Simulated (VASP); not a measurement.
A run of VASP 6.6.1 is set up as follows.

The input INCAR:

```
SYSTEM = TaAl5
PREC     = Accurate       ! precision mode
ENCUT    = 520            ! plane-wave cutoff, eV
EDIFF    = 1E-6           ! SCF threshold, eV
ISMEAR   = 0              ! smearing method
SIGMA    = 0.1            ! smearing width, eV
LREAL    = .False.        ! projectors in reciprocal space
LASPH    = .True.         ! aspherical terms in the spheres
NELM     = 60             ! most SCF steps
ALGO     = Normal         ! electronic algorithm
ISIF     = 2              ! what is computed and relaxed
LWAVE    = .False.        ! write WAVECAR
LCHARG   = .False.        ! write CHGCAR
GGA      = PE             ! functional
NBANDS   = 22             ! bands
```

Contents of KPOINTS:

```
Automatic mesh
0
Gamma
  10 10 10
  0 0 0
```

Contents of POSCAR:

```
TaAl5
1.0
    0.0000000000      3.6437353718      3.6437353718
    3.6437353718      0.0000000000      3.6437353718
    3.6437353718      3.6437353718      0.0000000000
Ta Al
1 5
Direct
    0.0000000000      0.0000000000      0.0000000000
    0.6250370729      0.1248887814      0.6250370729
    0.2500000000      0.2500000000      0.2500000000
    0.1248887814      0.6250370729      0.6250370729
    0.6250370729      0.6250370729      0.6250370729
    0.6250370729      0.6250370729      0.1248887814
```

Potentials or basis: VASP PAW PBE potentials, release 64 (Ta_pv, Al).

Run with:

```console
$ cat potpaw_PBE.64/Ta_pv/POTCAR potpaw_PBE.64/Al/POTCAR > POTCAR
$ mpirun -np 1 vasp_std > vasp.out
```

**Question.** Estimate the band gap on the k mesh.

**Answer.** Zero (band 13 reaches 7.92 eV, above the bottom of band 14 at 5.72 eV).

**Question.** Predict the pressure.

**Answer.** 0.0 GPa.

**Question.** Predict the largest force.

**Answer.** 0.008 eV/Å.

Forces in eV/Å, atoms in the order of the input:
```
Ta   0.000  0.000  0.000
Al  -0.004  0.004 -0.004
Al   0.000  0.000  0.000
Al   0.004 -0.004 -0.004
Al   0.004  0.004  0.004
Al  -0.004 -0.004  0.004
```

Caveat: spin-orbit coupling is left out, which moves the levels of the heavy elements.
